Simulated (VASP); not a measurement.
# Ga3HN3 in VASP: single point with PBE+D3(BJ)

Aim: the single point of Ga3HN3 with PBE+D3(BJ).

All numbers are computed with VASP 6.6.1; they aren't measurements. Logs are shortened: lines on timing, memory, paths and dates and some standing lists are left out, and cuts for length are marked.

### 1 The cell of the first run

The cell holds a slab with vacuum, 28 atoms: a = 6.393 Å, b = 5.209 Å, c = 23.923 Å, α = 90.00°, β = 90.00°, γ = 90.00°.

### 2 Single point, PBE+D3(BJ)

The input, INCAR:

```
  PREC = Accurate
  ENCUT = 520
  EDIFF = 1E-6
  ISMEAR = 0
  SIGMA = 0.05
  LREAL = Auto
  LASPH = True
  NELM = 100
  ALGO = Normal
  ISIF = 2
  LWAVE = False
  LCHARG = False
  LDIPOL = True
  IDIPOL = 3
  DIPOL = 0.5 0.5 0.504
  GGA = PE
  IVDW = 12
  NBANDS = 130
```

The input, KPOINTS:

```
regular mesh
0
Gamma
  3 3 1
```

The input, POSCAR:

```
Ga3HN3
1.0
    6.3931260411      0.0000000000      0.0000000000
    0.0000000000      5.2085710300      0.0000000000
    0.0000000000      0.0000000000     23.9231762414
Ga N H
12 12 4
Direct
    0.5000000000      0.0008110332      0.3955912177
    0.0000000000      0.0008110332      0.3955912177
    0.7500000000      0.5008110332      0.4341633642
    0.2500000000      0.5008110332      0.4341633642
    0.7500000000      0.0092534471      0.5119692605
    0.2500000000      0.0092534471      0.5119692605
    0.0000000000      0.5011717743      0.5482280247
    0.5000000000      0.5011717743      0.5482280247
    0.0000000000      0.0091107655      0.6317566950
    0.5000000000      0.0091107655      0.6317566950
    0.2500000000      0.4726786588      0.6547677436
    0.7500000000      0.4726786588      0.6547677436
    0.5000000000      0.6241889668      0.3955912177
    0.0000000000      0.6241889668      0.3955912177
    0.7500000000      0.1241889668      0.4341633642
    0.2500000000      0.1241889668      0.4341633642
    0.7500000000      0.6293709579      0.5107827574
    0.2500000000      0.6293709579      0.5107827574
    0.0000000000      0.1268203981      0.5507125742
    0.5000000000      0.1268203981      0.5507125742
    0.0000000000      0.6329136894      0.6278601729
    0.5000000000      0.6329136894      0.6278601729
    0.2500000000      0.1265606493      0.6664320946
    0.7500000000      0.1265606493      0.6664320946
    0.5000000000      0.0963018984      0.3329049067
    0.0000000000      0.0963018984      0.3329049067
    0.5000000000      0.5564592450      0.3554041602
    0.0000000000      0.5564592450      0.3554041602
```

Potentials or basis: VASP PAW PBE potentials, release 64 (Ga_d, N, H).

Command:

```bash
> cat potpaw_PBE.64/Ga_d/POTCAR potpaw_PBE.64/N/POTCAR potpaw_PBE.64/H/POTCAR > POTCAR
> mpirun -np 1 vasp_std > vasp.out
```

OUTCAR:

```text
PREC = Accurate
   ENCUT = 520
   EDIFF = 1E-6
   ISMEAR = 0
   LREAL = Auto
   LASPH = True
   NELM = 100
   ISIF = 2
   GGA = PE
   IVDW = 12
 IVDW          = 12

 ion  position               nearest neighbor table
   1  0.500  0.001  0.396-  25 1.58  16 1.95  15 1.95  13 1.96
   2  0.000  0.001  0.396-  26 1.58  16 1.95  15 1.95  14 1.96
   3  0.750  0.501  0.434-  17 1.95  14 1.95  13 1.95  15 1.96
   4  0.250  0.501  0.434-  18 1.95  14 1.95  13 1.95  16 1.96
   5  0.750  0.009  0.512-  19 1.95  20 1.95  15 1.96  17 1.98
   6  0.250  0.009  0.512-  19 1.95  20 1.95  16 1.96  18 1.98
   7  0.000  0.501  0.548-  17 1.95  18 1.95  19 1.95  21 2.02
   8  0.500  0.501  0.548-  17 1.95  18 1.95  20 1.95  22 2.02
   9  0.000  0.009  0.632-  23 1.90  24 1.90  21 1.96  19 2.03
  10  0.500  0.009  0.632-  23 1.90  24 1.90  22 1.96  20 2.03
  11  0.250  0.473  0.655-  23 1.82  22 1.91  21 1.91
  12  0.750  0.473  0.655-  24 1.82  22 1.91  21 1.91
  13  0.500  0.624  0.396-  27 1.02   4 1.95   3 1.95   1 1.96
  14  0.000  0.624  0.396-  28 1.02   4 1.95   3 1.95   2 1.96
  15  0.750  0.124  0.434-   1 1.95   2 1.95   5 1.96   3 1.96
  16  0.250  0.124  0.434-   1 1.95   2 1.95   6 1.96   4 1.96
  17  0.750  0.629  0.511-   7 1.95   8 1.95   3 1.95   5 1.98
[... 19 lines left out ...]
 A1 = (   0.0000000000,  -5.2085710300,   0.0000000000)
 A2 = (   6.3931260411,   0.0000000000,   0.0000000000)
 A3 = (   0.0000000000,   0.0000000000,  23.9231762414)

Analysis of symmetry for initial positions (statically):
=====================================================================
 Subroutine PRICEL returns following result:

  LATTYP: Found a simple orthorhombic cell.
 ALAT       =     3.1965630205
 B/A-ratio  =     1.6294285445
 C/A-ratio  =     7.4840308443

  Lattice vectors:

 A1 = (   3.1965630205,   0.0000000000,   0.0000000000)
 A2 = (   0.0000000000,   5.2085710300,   0.0000000000)
 A3 = (   0.0000000000,   0.0000000000,  23.9231762414)

   2 primitive cells build up your supercell.

 Routine SETGRP: Setting up the symmetry group for a
 simple orthorhombic supercell.

 Subroutine GETGRP returns: Found  2 space group operations
 (whereof  2 operations were pure point group operations)
 out of a pool of  8 trial point group operations.

The static configuration has the point symmetry C_1h.

Analysis of symmetry for dynamics (positions and initial velocities):
=====================================================================
 Subroutine PRICEL returns following result:

  LATTYP: Found a simple orthorhombic cell.
 ALAT       =     3.1965630205
 B/A-ratio  =     1.6294285445
 C/A-ratio  =     7.4840308443

  Lattice vectors:

 A1 = (   3.1965630205,   0.0000000000,   0.0000000000)
 A2 = (   0.0000000000,   5.2085710300,   0.0000000000)
 A3 = (   0.0000000000,   0.0000000000,  23.9231762414)

   2 primitive cells build up your supercell.

 Routine SETGRP: Setting up the symmetry group for a
 simple orthorhombic supercell.

 Subroutine GETGRP returns: Found  2 space group operations
 (whereof  2 operations were pure point group operations)
 out of a pool of  8 trial point group operations.

The dynamic configuration has the point symmetry C_1h.

 Subroutine INISYM returns: Found  2 space group operations
 (whereof  2 operations are pure point group operations),
 and found     2 'primitive' translations

----------------------------------------------------------------------------------------

                                     Primitive cell

  volume of cell :     398.3095

  direct lattice vectors                    reciprocal lattice vectors
     3.196563021  0.000000000  0.000000000     0.312836003  0.000000000  0.000000000
     0.000000000  5.208571030  0.000000000     0.000000000  0.191991238  0.000000000
     0.000000000  0.000000000 23.923176241     0.000000000  0.000000000  0.041800470

  length of vectors
     3.196563021  5.208571030 23.923176241     0.312836003  0.191991238  0.041800470

  position of ions in fractional coordinates (direct lattice)
     0.000000000  0.000811033  0.395591218
     0.500000000  0.500811033  0.434163364
     0.500000000  0.009253447  0.511969261
     0.000000000  0.501171774  0.548228025
[... 29 lines left out ...]

 KPOINTS: regular mesh

Automatic generation of k-mesh.
 Grid dimensions read from file:
 generate k-points for:    3    3    1

 Generating k-lattice:

  Cartesian coordinates                     Fractional coordinates (reciprocal lattice)
     0.052139334  0.000000000  0.000000000     0.333333333  0.000000000  0.000000000
     0.000000000  0.063997079  0.000000000     0.000000000  0.333333333  0.000000000
     0.000000000  0.000000000  0.041800470     0.000000000  0.000000000  1.000000000

  Length of vectors
     0.052139334  0.063997079  0.041800470

  Shift w.r.t. Gamma in fractional coordinates (k-lattice)
     0.000000000  0.000000000  0.000000000

 Subroutine IBZKPT returns following result:
 ===========================================

 Found      4 irreducible k-points:

 Following reciprocal coordinates:
            Coordinates               Weight
  0.000000  0.000000  0.000000      1.000000
  0.333333  0.000000  0.000000      2.000000
  0.000000  0.333333  0.000000      2.000000
  0.333333  0.333333  0.000000      4.000000
   k-points           NKPTS =      4   k-points in BZ     NKDIM =      4   number of bands    NBANDS=    130
   number of dos      NEDOS =    301   number of ions     NIONS =     28
   total plane-waves  NPLWV = 345600
   dimension x,y,z NGX =    48 NGY =   40 NGZ =  180
   dimension x,y,z NGXF=    96 NGYF=   80 NGZF=  360
   ions per type =              12  12   4
   NGX,Y,Z   is equivalent  to a cutoff of  12.48, 12.77, 12.51 a.u.
   NGXF,Y,Z  is equivalent  to a cutoff of  24.96, 25.53, 25.02 a.u.
 SYSTEM =  unknown system
   PREC   = accura    normal or accurate (medium, high low for compatibility)
   ISTART =      0    job   : 0-new  1-cont  2-samecut
   ICHARG =      2    charge: 1-file 2-atom 10-const
   ISPIN  =      1    spin polarized calculation?
   LNONCOLLINEAR =      F non collinear calculations
   LSORBIT =      F    spin-orbit coupling
   LASPH  =      T    aspherical Exc in radial PAW
   ENCUT  =  520.0 eV  38.22 Ry    6.18 a.u.  11.89  9.68 44.48*2*pi/ulx,y,z
   NELM   =    100;   NELMIN=  2; NELMDL= -5     # of ELM steps
   EDIFF  = 0.1E-05   stopping-criterion for ELM
   LREAL  =      T    real-space projection
   EDIFFG = 0.1E-04   stopping-criterion for IOM
   NSW    =      0    number of steps for IOM
   IBRION =     -1    ionic relax: 0-MD 1-quasi-New 2-CG
   NFREE  =      0    steps in history (QN), initial steepest desc. (CG)
   ISIF   =      2    stress and relaxation
   ISYM   =      2    0-nonsym 1-usesym 2-fastsym
   POTIM  = 0.5000    time-step for ionic-motion
   TEBEG  =    0.0;   TEEND  =   0.0 temperature during run
   PSTRESS=    0.0 pullay stress
   NELECT =     220.0000    total number of electrons
   NUPDOWN=      -1.0000    fix difference up-down
   EMIN   =  10.00;   EMAX   =-10.00  energy-range for DOS
   EFERMI =   0.00;   METHOD = LEGACY
   ISMEAR =     0;   SIGMA  =   0.05  broadening in eV -4-tet -1-fermi 0-gaus
   EFERMI_NEDOS =   21; number of points for ismear=-14 and -15
   IALGO  =     38    algorithm
   IMIX   =      4    mixing-type and parameters
     AMIX     =   0.40;   BMIX     =  1.00
     AMIX_MAG =   1.60;   BMIX_MAG =  1.00
  volume/ion in A,a.u.               =      28.45       191.99
  Fermi-wavevector in a.u.,A,eV,Ry     =   1.066102  2.014641 15.464026  1.136574
  Thomas-Fermi vector in A             =   2.201675
   LORBIT       =      0    0 simple, 1 ext, 2 COOP (PROOUT), +10 PAW based schemes
   GGA     = PE    functional components
   LHFCALC =     F    Hartree Fock is set to
   AEXX    =    0.0000 exact exchange contribution
   IVDW    =    12    specifies the selected vdW correction
   LEPSILON=     F    determine dielectric tensor
   LRPA    =     F    only Hartree local field effects (RPA)
 non-spin polarized calculation
 Gauss-broadening in eV      SIGMA  =   0.05
  energy-cutoff  :      520.00
  volume of cell :      796.62
 maximum number of plane-waves:     21460
 NGX is ok and might be reduce to    48
   NGX = 23   NGY = 19   NGZ = 89

 dipolmoment           0.000000      0.000000      0.003448 electrons x Angstroem

 number of electron     219.9999976 magnetization

 dipolmoment           0.000000      0.000000     -0.017140 electrons x Angstroem

 Free energy of the ion-electron system (eV)
  ---------------------------------------------------
  ext. energy  EPLUGINS =         0.00000000
  ---------------------------------------------------
  free energy    TOTEN  =      -156.02966484 eV

  energy without entropy =     -156.02966484  energy(sigma->0) =     -156.02966484

 E-fermi :  -1.5736     XC(G=0):  -4.8354

 val. band max:       -1.8256790087   @ k =   0.0000   0.0000   0.0000
 cond. band min:      -0.0013071383   @ k =   0.0000   0.0000   0.0000
 fundamental gap:      1.8243718704
 Fermi energy:        -1.5736371661

 k-point     1 :       0.0000    0.0000    0.0000
  band No.  band energies     occupation
      1     -17.9524      2.00000
      2     -17.6881      2.00000
      3     -17.5143      2.00000
      4     -17.2783      2.00000
      5     -17.2293      2.00000
      6     -17.0581      2.00000
[... 489 lines left out ...]
    121       3.9945      0.00000
    122       4.3503      0.00000
 [bands above 122 left out]

------------------------ aborting loop because EDIFF is reached ----------------------------------------

 vacuum level on the upper side and lower side of the slab       (xc-potential included)        -0.055        -0.001

 Edisp (eV)   -4.79033

 E8    (eV) :    -1.9682

  FORCE on cell =-STRESS in cart. coord.  units (eV):
  Direction    XX          YY          ZZ          XY          YZ          ZX
  --------------------------------------------------------------------------------------
  -------------------------------------------------------------------------------------
  Total       4.20406     3.55261     0.51990     0.00000    -0.96649     0.00000
  in kB       8.45529     7.14508     1.04564     0.00000    -1.94382     0.00000
  external pressure =        5.55 kB  Pullay stress =        0.00 kB

 VOLUME and BASIS-vectors are now :
 -----------------------------------------------------------------------------
  energy-cutoff  :      520.00
  volume of cell :      796.62
      direct lattice vectors                 reciprocal lattice vectors
     6.393126041  0.000000000  0.000000000     0.156418002  0.000000000  0.000000000
     0.000000000  5.208571030  0.000000000     0.000000000  0.191991238  0.000000000
     0.000000000  0.000000000 23.923176241     0.000000000  0.000000000  0.041800470

 POSITION                                       TOTAL-FORCE (eV/Angst)
 -----------------------------------------------------------------------------------
      3.19656      0.00422      9.46380        -0.000000      0.622164     -0.946989
      0.00000      0.00422      9.46380         0.000000      0.622164     -0.946989
      4.79484      2.60851     10.38657         0.000000     -0.522881     -0.219108
      1.59828      2.60851     10.38657         0.000000     -0.522881     -0.219108
      4.79484      0.04820     12.24793        -0.000000     -0.001897      0.008748
      1.59828      0.04820     12.24793        -0.000000     -0.001897      0.008748
[... 20 lines left out ...]
      3.19656      2.89836      8.50240         0.000000     -0.003523     -0.007933
      0.00000      2.89836      8.50240         0.000000     -0.003523     -0.007933
 -----------------------------------------------------------------------------------
    total drift:                                0.000000      0.001458      0.007726

  FREE ENERGIE OF THE ION-ELECTRON SYSTEM (eV)
  ---------------------------------------------------
  free  energy   TOTEN  =      -160.8199909637 eV

  energy  without entropy=     -160.8199909637  energy(sigma->0) =     -160.81999096

 vacuum level on the upper side and lower side of the slab         3.881         3.969
```

It took 22 min on 1 thread of Intel Xeon Platinum 8259CL at 2.50GHz (Skylake/Cascade Lake), shared host; peak memory 0.84 GiB.

What came out:

```
Free energy                : -160.8200 eV
Largest force              : 1.133 eV/Å
Band gap on the k mesh     : 1.82 eV
Dispersion energy per atom : -0.171 eV
```

Forces in eV/Å, atoms in the order of the input:
```
Ga   0.000  0.622 -0.947
Ga   0.000  0.622 -0.947
Ga   0.000 -0.523 -0.219
Ga   0.000 -0.523 -0.219
Ga   0.000 -0.002  0.009
Ga   0.000 -0.002  0.009
Ga   0.000 -0.020 -0.011
Ga   0.000 -0.020 -0.011
Ga   0.000  0.022  0.032
Ga   0.000  0.022  0.032
Ga   0.000 -0.032  0.010
Ga   0.000 -0.032  0.010
N    0.000 -0.040  0.571
N    0.000 -0.040  0.571
N    0.000 -0.049  0.566
N    0.000 -0.049  0.566
N    0.000  0.009  0.007
N    0.000  0.009  0.007
N    0.000  0.000 -0.013
N    0.000  0.000 -0.013
N    0.000  0.006  0.011
N    0.000  0.006  0.011
N    0.000  0.019 -0.025
N    0.000  0.019 -0.025
H    0.000 -0.008  0.018
H    0.000 -0.008  0.018
H    0.000 -0.004 -0.008
H    0.000 -0.004 -0.008
```
